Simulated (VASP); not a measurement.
Crystal: Pb.

```
Pb
1.0
     0.00000    2.46796    2.46796
     2.46796    0.00000    2.46796
     2.46796    2.46796    0.00000
Pb
1
Direct
  0.00000 0.00000 0.00000
```

Base run:

| Item | Value |
| --- | --- |
| Program | VASP 6.6.1 |
| Functional | r2SCAN |
| Potentials or basis | VASP PAW PBE potentials, release 64 (Pb_d) |
| Cutoff | 520 eV |
| k mesh | 11 × 11 × 11 |
| Occupations | fermi-dirac, width 0.05 eV |
| Spin | no spin polarisation |

Its results: band gap on the k mesh zero (band 7 reaches 15.13 eV, above the bottom of band 8 at 5.82 eV); pressure 1.5 GPa.

Task: The run is repeated on the same cell with these changes: functional from r2SCAN to PBEsol. What comes out?

Result: Band gap on the k mesh zero (band 7 reaches 14.67 eV, above the bottom of band 8 at 5.72 eV); pressure -0.3 GPa.

Caveats: the PAW data sets were made with another functional, which shifts forces and pressure a little; spin-orbit coupling is left out, which moves the levels of the heavy elements.
